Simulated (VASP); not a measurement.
Zr, 1 atom in the cell. The structure is cubic, space group Im-3m (No. 229). The conventional cell has a = 3.704 Å, b = 3.704 Å, c = 3.704 Å, α = 90.00°, β = 90.00°, γ = 90.00°. Within 4.2 Å of Zr (site symmetry m-3m) lie 14 Zr at 3.21 to 3.70 Å.  This cell differs from its parent crystal: volume scaled by 1.08.

- Program: VASP 6.6.1
- Task: single point
- Functional: RPBE
- Potentials or basis: VASP PAW PBE potentials, release 64 (Zr_sv)
- Cutoff: 520 eV
- k mesh: 14 × 14 × 14
- Occupations: fermi-dirac, width 0.1 eV
- Spin: no spin polarisation
- Dipole correction: no
- Further INCAR settings: ALGO = Normal; EDIFF = 1e-07; NBANDS = 12

Potentials or basis: VASP PAW PBE potentials, release 64 (Zr_sv).

Command:

```bash
$ cat potpaw_PBE.64/Zr_sv/POTCAR > POTCAR
$ mpirun -np 1 vasp_std > vasp.out
```

Hardware: 1 thread of Intel(R) Xeon(R) 6975P-C (Granite Rapids) (shared host).

Task: How long does it take, and how much memory?

Result: Run time: 6.7 s on 1 thread of Intel(R) Xeon(R) 6975P-C (Granite Rapids), on a shared host, peak memory 0.15 GiB. Counts: scf iterations 11, k points 104.
